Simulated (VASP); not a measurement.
Input of a VASP 6.6.1 run:

File INCAR:

```
ALGO = Normal
EDIFF = 1E-6
EDIFFG = -0.01
ENCUT = 600
GGA = PE
IBRION = 2
ISIF = 3
ISMEAR = 0
LASPH = T
LCHARG = F
LREAL = F
LWAVE = F
NELM = 100
NSW = 100
PREC = Accurate
SIGMA = 0.02
```

KPOINTS

```
k-points
0
Gamma
  8 8 8
```

File POSCAR:

```
PbSe
1.0
    0.0000000000      3.4408779083      3.4408779083
    3.4408779083      0.0000000000      3.4408779083
    3.4408779083      3.4408779083      0.0000000000
Pb Se
1 1
Direct
    0.7500000000      0.7500000000      0.7500000000
    0.0000000000      0.0000000000      0.0000000000
```

Potentials or basis: VASP PAW PBE potentials, release 64 (Pb_d, Se).

Launch:

```sh
$ cat potpaw_PBE.64/Pb_d/POTCAR potpaw_PBE.64/Se/POTCAR > POTCAR
$ mpirun -np 1 vasp_std > vasp.out
```

**Question.** Estimate the relaxed volume.

**Answer.** 41.13 Å³/atom.

**Question.** Predict the band gap on the k mesh.

**Answer.** 0.68 eV, indirect (least direct gap 1.18 eV).

Final structure:
```
CELL_PARAMETERS angstrom
0.00000 3.45172 3.45172
3.45172 0.00000 3.45172
3.45172 3.45172 0.00000
ATOMIC_POSITIONS crystal
Pb 0.75000 0.75000 0.75000
Se 0.00000 0.00000 0.00000
```

Caveat: spin-orbit coupling is left out, which moves the levels of the heavy elements. A k mesh can miss the band edges.
